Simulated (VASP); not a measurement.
# Sr in VASP: a series of runs

Runs on Sr. Level: PBE. Tasks: single point.

All numbers are computed with VASP 6.6.1; they aren't measurements. Logs are shortened: lines on timing, memory, paths and dates and some standing lists are left out, and cuts for length are marked.

### 1 The cell of the first run

The cell holds a slab with vacuum, 1 atom: a = 4.270 Å, b = 4.270 Å, c = 9.000 Å, α = 90.00°, β = 90.00°, γ = 120.00°.

### 2 Single point, PBE

INCAR

```
PREC = Accurate
ENCUT = 400
EDIFF = 1E-6
ISMEAR = -1
SIGMA = 0.05
LREAL = False
LASPH = True
NELM = 120
ALGO = Normal
ISIF = 2
LWAVE = False
LCHARG = False
LDIPOL = True
IDIPOL = 3
DIPOL = 0.5 0.5 0.500
GGA = PE
NBANDS = 11
GGA_COMPAT = False
NELMDL = -8
```

KPOINTS

```
Automatic mesh
0
Gamma
  9 9 1
```

POSCAR

```
Sr
1.0
    4.2697043870      0.0000000000      0.0000000000
   -2.1348521935      3.6976724658      0.0000000000
    0.0000000000      0.0000000000      9.0000000000
Sr
1
Direct
    0.0000000000      0.0000000000      0.5000000000
```

Potentials or basis: VASP PAW PBE potentials, release 64 (Sr_sv).

Launch:

```bash
cat potpaw_PBE.64/Sr_sv/POTCAR > POTCAR
mpirun -np 1 vasp_std > vasp.out
```

OUTCAR:

```text
PREC = Accurate
   ENCUT = 400
   EDIFF = 1E-6
   ISMEAR = -1
   LREAL = False
   LASPH = True
   NELM = 120
   ISIF = 2
   GGA = PE
   NELMDL = -8

 ion  position               nearest neighbor table
   1  0.000  0.000  0.500-

  LATTYP: Found a hexagonal cell.
 ALAT       =     4.2697043870
 C/A-ratio  =     2.1078742658

  Lattice vectors:

 A1 = (   4.2697043870,   0.0000000000,   0.0000000000)
 A2 = (  -2.1348521935,   3.6976724658,   0.0000000000)
 A3 = (   0.0000000000,   0.0000000000,   9.0000000000)

Analysis of symmetry for initial positions (statically):
=====================================================================
 Subroutine PRICEL returns:
 Original cell was already a primitive cell.

 Routine SETGRP: Setting up the symmetry group for a
 hexagonal supercell.

 Subroutine GETGRP returns: Found 24 space group operations
 (whereof 24 operations were pure point group operations)
 out of a pool of 24 trial point group operations.

The static configuration has the point symmetry D_6h.

Analysis of symmetry for dynamics (positions and initial velocities):
=====================================================================
 Subroutine PRICEL returns:
 Original cell was already a primitive cell.

 Routine SETGRP: Setting up the symmetry group for a
 hexagonal supercell.

 Subroutine GETGRP returns: Found 24 space group operations
 (whereof 24 operations were pure point group operations)
 out of a pool of 24 trial point group operations.

The dynamic configuration has the point symmetry D_6h.

 Subroutine INISYM returns: Found 24 space group operations
 (whereof 24 operations are pure point group operations),
 and found     1 'primitive' translations

----------------------------------------------------------------------------------------

                                     Primitive cell

  volume of cell :     142.0917

  direct lattice vectors                    reciprocal lattice vectors
     4.269704387  0.000000000  0.000000000     0.234208252  0.135220197  0.000000000
    -2.134852193  3.697672466  0.000000000     0.000000000  0.270440394  0.000000000
     0.000000000  0.000000000  9.000000000     0.000000000  0.000000000  0.111111111

  length of vectors
     4.269704387  4.269704387  9.000000000     0.270440394  0.270440394  0.111111111

  position of ions in fractional coordinates (direct lattice)
     0.000000000  0.000000000  0.500000000

  ion indices of the primitive-cell ions
   primitive index   ion index
                 1           1

----------------------------------------------------------------------------------------

 KPOINTS: Automatic mesh

Automatic generation of k-mesh.
 Grid dimensions read from file:
 generate k-points for:    9    9    1

 Generating k-lattice:

  Cartesian coordinates                     Fractional coordinates (reciprocal lattice)
     0.026023139  0.015024466  0.000000000     0.111111111  0.000000000  0.000000000
     0.000000000  0.030048933  0.000000000     0.000000000  0.111111111  0.000000000
     0.000000000  0.000000000  0.111111111     0.000000000  0.000000000  1.000000000

  Length of vectors
     0.030048933  0.030048933  0.111111111

  Shift w.r.t. Gamma in fractional coordinates (k-lattice)
     0.000000000  0.000000000  0.000000000

 Subroutine IBZKPT returns following result:
 ===========================================

 Found     12 irreducible k-points:

 Following reciprocal coordinates:
            Coordinates               Weight
  0.000000  0.000000  0.000000      1.000000
  0.111111  0.000000  0.000000      6.000000
  0.222222  0.000000  0.000000      6.000000
  0.333333  0.000000  0.000000      6.000000
  0.444444  0.000000  0.000000      6.000000
  0.111111  0.111111  0.000000      6.000000
  0.222222  0.111111  0.000000     12.000000
  0.333333  0.111111  0.000000     12.000000
  0.444444  0.111111  0.000000      6.000000
  0.222222  0.222222  0.000000      6.000000
  0.333333  0.222222  0.000000     12.000000
  0.333333  0.333333  0.000000      2.000000
   k-points           NKPTS =     12   k-points in BZ     NKDIM =     12   number of bands    NBANDS=     11
   number of dos      NEDOS =    301   number of ions     NIONS =      1
   total plane-waves  NPLWV =  47040
   dimension x,y,z NGX =    28 NGY =   28 NGZ =   60
   dimension x,y,z NGXF=    56 NGYF=   56 NGZF=  120
   ions per type =               1
   NGX,Y,Z   is equivalent  to a cutoff of  10.90, 10.90, 11.08 a.u.
   NGXF,Y,Z  is equivalent  to a cutoff of  21.80, 21.80, 22.17 a.u.
 SYSTEM =  unknown system
   PREC   = accura    normal or accurate (medium, high low for compatibility)
   ISTART =      0    job   : 0-new  1-cont  2-samecut
   ICHARG =      2    charge: 1-file 2-atom 10-const
   ISPIN  =      1    spin polarized calculation?
   LNONCOLLINEAR =      F non collinear calculations
   LSORBIT =      F    spin-orbit coupling
   LASPH  =      T    aspherical Exc in radial PAW
   ENCUT  =  400.0 eV  29.40 Ry    5.42 a.u.   6.96  6.96 14.68*2*pi/ulx,y,z
   NELM   =    120;   NELMIN=  2; NELMDL= -8     # of ELM steps
   EDIFF  = 0.1E-05   stopping-criterion for ELM
   LREAL  =      F    real-space projection
   EDIFFG = 0.1E-04   stopping-criterion for IOM
   NSW    =      0    number of steps for IOM
   IBRION =     -1    ionic relax: 0-MD 1-quasi-New 2-CG
   NFREE  =      0    steps in history (QN), initial steepest desc. (CG)
   ISIF   =      2    stress and relaxation
   ISYM   =      2    0-nonsym 1-usesym 2-fastsym
   POTIM  = 0.5000    time-step for ionic-motion
   TEBEG  =    0.0;   TEEND  =   0.0 temperature during run
   PSTRESS=    0.0 pullay stress
   NELECT =      10.0000    total number of electrons
   NUPDOWN=      -1.0000    fix difference up-down
   EMIN   =  10.00;   EMAX   =-10.00  energy-range for DOS
   EFERMI =   0.00;   METHOD = LEGACY
   ISMEAR =    -1;   SIGMA  =   0.05  broadening in eV -4-tet -1-fermi 0-gaus
   EFERMI_NEDOS =   21; number of points for ismear=-14 and -15
   IALGO  =     38    algorithm
   IMIX   =      4    mixing-type and parameters
     AMIX     =   0.40;   BMIX     =  1.00
     AMIX_MAG =   1.60;   BMIX_MAG =  1.00
  volume/ion in A,a.u.               =     142.09       958.88
  Fermi-wavevector in a.u.,A,eV,Ry     =   0.675904  1.277274  6.215777  0.456847
  Thomas-Fermi vector in A             =   1.753059
   LORBIT       =      0    0 simple, 1 ext, 2 COOP (PROOUT), +10 PAW based schemes
   GGA     = PE    functional components
   LHFCALC =     F    Hartree Fock is set to
   AEXX    =    0.0000 exact exchange contribution
   IVDW    =     0    specifies the selected vdW correction
   LEPSILON=     F    determine dielectric tensor
   LRPA    =     F    only Hartree local field effects (RPA)
 non-spin polarized calculation
  energy-cutoff  :      400.00
  volume of cell :      142.09
 maximum number of plane-waves:      2601
 NGX is ok and might be reduce to    28
   NGX = 13   NGY = 13   NGZ = 29

 number of electron      10.0000000 magnetization

 dipolmoment           0.000000      0.000000     -0.000000 electrons x Angstroem

 Free energy of the ion-electron system (eV)
  ---------------------------------------------------
  ext. energy  EPLUGINS =         0.00000000
  ---------------------------------------------------
  free energy    TOTEN  =        -0.95750008 eV

  energy without entropy =       -0.94910954  energy(sigma->0) =       -0.95330481

 E-fermi :  -0.4623     XC(G=0):  -4.1846

 val. band max:       -0.7667969012   @ k =   0.3333   0.2222   0.0000
 cond. band min:      -0.4278105960   @ k =   0.0000   0.0000   0.0000
 fundamental gap:      0.3389863053
 Fermi energy:        -0.4623048895

 k-point     1 :       0.0000    0.0000    0.0000
  band No.  band energies     occupation
      1     -37.9437      2.00000
      2     -20.0448      2.00000
      3     -19.7634      2.00000
      4     -19.7634      2.00000
      5      -3.4395      2.00000
      6      -0.4278      0.66812
      7      -0.0470      0.00049
      8       1.4887      0.00000
      9       1.4887      0.00000
     10       2.4499      0.00000
     11       2.7625      0.00000

 k-point     2 :       0.1111    0.0000    0.0000
  band No.  band energies     occupation
      1     -37.9427      2.00000
      2     -20.0427      2.00000
      3     -19.7804      2.00000
      4     -19.7675      2.00000
      5      -3.2588      2.00000
      6      -0.3855      0.35422
      7       0.0767      0.00004
      8       1.2252      0.00000
      9       1.6535      0.00000
     10       2.5239      0.00000
     11       2.6694      0.00000

 k-point     3 :       0.2222    0.0000    0.0000
  band No.  band energies     occupation
      1     -37.9401      2.00000
      2     -20.0372      2.00000
      3     -19.8230      2.00000
      4     -19.7777      2.00000
      5      -2.7461      2.00000
      6      -0.2747      0.04586
      7       0.3942      0.00000
      8       0.7222      0.00000
      9       2.1320      0.00000
     10       2.4983      0.00000
     11       2.5248      0.00000

 k-point     4 :       0.3333    0.0000    0.0000
  band No.  band energies     occupation
      1     -37.9371      2.00000
      2     -20.0309      2.00000
      3     -19.8708      2.00000
      4     -19.7893      2.00000
      5      -2.0026      2.00000
      6      -0.1414      0.00326
      7       0.1626      0.00001
      8       0.9055      0.00000
      9       2.3516      0.00000
     10       2.3787      0.00000
     11       2.8649      0.00000

 k-point     5 :       0.4444    0.0000    0.0000
  band No.  band energies     occupation
      1     -37.9351      2.00000
      2     -20.0268      2.00000
      3     -19.9017      2.00000
      4     -19.7968      2.00000
      5      -1.2929      2.00000
      6      -0.1444      0.00346
      7      -0.0496      0.00052
      8       1.0528      0.00000
      9       2.2466      0.00000
     10       2.3317      0.00000
     11       3.5521      0.00000

 k-point     6 :       0.1111    0.1111    0.0000
  band No.  band energies     occupation
      1     -37.9409      2.00000
      2     -20.0388      2.00000
      3     -19.8087      2.00000
      4     -19.7761      2.00000
      5      -2.9106      2.00000
      6      -0.3072      0.08603
      7       0.3116      0.00000
      8       0.8361      0.00000
      9       1.9803      0.00000
     10       2.5097      0.00000
     11       2.5977      0.00000

 k-point     7 :       0.2222    0.1111    0.0000
  band No.  band energies     occupation
      1     -37.9381      2.00000
      2     -20.0330      2.00000
      3     -19.8504      2.00000
      4     -19.7905      2.00000
      5      -2.2686      2.00000
      6      -0.1719      0.00599
      7       0.3393      0.00000
      8       0.7348      0.00000
      9       2.1764      0.00000
     10       2.5642      0.00000
     11       2.6070      0.00000

 k-point     8 :       0.3333    0.1111    0.0000
  band No.  band energies     occupation
      1     -37.9356      2.00000
      2     -20.0278      2.00000
      3     -19.8864      2.00000
      4     -19.8034      2.00000
      5      -1.4801      2.00000
      6      -0.0355      0.00039
      7      -0.0264      0.00033
      8       1.0617      0.00000
      9       1.8472      0.00000
     10       2.7160      0.00000
     11       3.0141      0.00000

 k-point     9 :       0.4444    0.1111    0.0000
  band No.  band energies     occupation
      1     -37.9346      2.00000
      2     -20.0258      2.00000
      3     -19.9005      2.00000
      4     -19.8084      2.00000
      5      -1.0015      1.99996
      6      -0.2166      0.01459
      7       0.0430      0.00008
      8       1.0461      0.00000
      9       1.7047      0.00000
     10       2.7901      0.00000
     11       3.4707      0.00000

 k-point    10 :       0.2222    0.2222    0.0000
  band No.  band energies     occupation
      1     -37.9358      2.00000
      2     -20.0282      2.00000
      3     -19.8734      2.00000
      4     -19.8131      2.00000
      5      -1.5403      2.00000
      6       0.0102      0.00016
      7       0.0271      0.00011
      8       1.0484      0.00000
      9       1.6632      0.00000
     10       2.8479      0.00000
     11       2.8554      0.00000

 k-point    11 :       0.3333    0.2222    0.0000
  band No.  band energies     occupation
      1     -37.9343      2.00000
      2     -20.0250      2.00000
      3     -19.8842      2.00000
      4     -19.8318      2.00000
      5      -0.7668      1.99548
      6      -0.1968      0.00983
      7       0.2298      0.00000
      8       1.0466      0.00000
      9       1.2187      0.00000
     10       3.1023      0.00000
     11       3.1307      0.00000

 k-point    12 :       0.3333    0.3333    0.0000
  band No.  band energies     occupation
      1     -37.9338      2.00000
      2     -20.0239      2.00000
      3     -19.8632      2.00000
      4     -19.8632      2.00000
      5      -0.2600      0.03437
      6      -0.2600      0.03437
      7       0.6516      0.00000
      8       0.6516      0.00000
      9       0.8169      0.00000
     10       3.0380      0.00000
     11       3.3496      0.00000

------------------------ aborting loop because EDIFF is reached ----------------------------------------

 vacuum level on the upper side and lower side of the slab       (xc-potential included)        -0.478        -0.478

  FORCE on cell =-STRESS in cart. coord.  units (eV):
  Direction    XX          YY          ZZ          XY          YZ          ZX
  --------------------------------------------------------------------------------------
  -------------------------------------------------------------------------------------
  Total        0.0512355      0.0512355     -0.1754462     -0.0000000      0.0000000     -0.0000000
  in kB        0.5777138      0.5777138     -1.9782715     -0.0000000      0.0000000     -0.0000000
  external PRESSURE =      -0.2742813 kB  Pullay stress =       0.0000000 kB

 VOLUME and BASIS-vectors are now :
 -----------------------------------------------------------------------------
  energy-cutoff  :      400.00
  volume of cell :      142.09
      direct lattice vectors                 reciprocal lattice vectors
     4.269704387  0.000000000  0.000000000     0.234208252  0.135220197  0.000000000
    -2.134852193  3.697672466  0.000000000     0.000000000  0.270440394  0.000000000
     0.000000000  0.000000000  9.000000000     0.000000000  0.000000000  0.111111111

 POSITION                                       TOTAL-FORCE (eV/Angst)
 -----------------------------------------------------------------------------------
      0.00000      0.00000      4.50000         0.000000      0.000000      0.000000
 -----------------------------------------------------------------------------------
    total drift:                               -0.000000     -0.000000     -0.000000

  FREE ENERGIE OF THE ION-ELECTRON SYSTEM (eV)
  ---------------------------------------------------
  free  energy   TOTEN  =        -0.9575000801 eV

  energy  without entropy=       -0.9491095448  energy(sigma->0) =       -0.95330481

 vacuum level on the upper side and lower side of the slab         1.406         1.406
```

It took 30 s on 1 thread of Intel Xeon Platinum 8488C (Sapphire Rapids), shared host; peak memory 0.19 GiB.

Results:

```
Free energy            : -0.9575 eV
Band gap on the k mesh : zero (bands 5 and 6 overlap by 0.17 eV)
```

### 3 Single point, PBE

INCAR

```
SYSTEM = Sr
PREC = Accurate
ENCUT = 400
EDIFF = 1E-6
ISMEAR = -1
SIGMA = 0.05
LREAL = .FALSE.
LASPH = .TRUE.
NELM = 120
ALGO = Normal
ISIF = 2
LWAVE = .FALSE.
LCHARG = .FALSE.
LDIPOL = .TRUE.
IDIPOL = 3
DIPOL = 0.5 0.5 0.500
GGA = PE
NBANDS = 11
GGA_COMPAT = .FALSE.
NELMDL = -8
```

KPOINTS

```
Automatic mesh
0
G
  9 9 1
  0 0 0
```

POSCAR is that of step 2.

Potentials or basis: VASP PAW PBE potentials, release 64 (Sr_sv).

Launch:

```bash
cat potpaw_PBE.64/Sr_sv/POTCAR > POTCAR
mpirun -np 1 vasp_std > vasp.out
```

It took 32 s on 1 thread of Intel Xeon Platinum 8488C (Sapphire Rapids), shared host; peak memory 0.2 GiB.

It converged, with:

- Free energy: -0.9575 eV
- Band gap on the k mesh: zero (bands 5 and 6 overlap by 0.17 eV)

Levels at points of the mesh, in eV from the Fermi level:
| k point | band 3 | band 4 | band 5 | band 6 | band 7 | band 8 |
| --- | --- | --- | --- | --- | --- | --- |
| (0.00, 0.00, 0.00) | -19.30 | -19.30 | -2.98 | 0.03 | 0.42 | 1.95 |
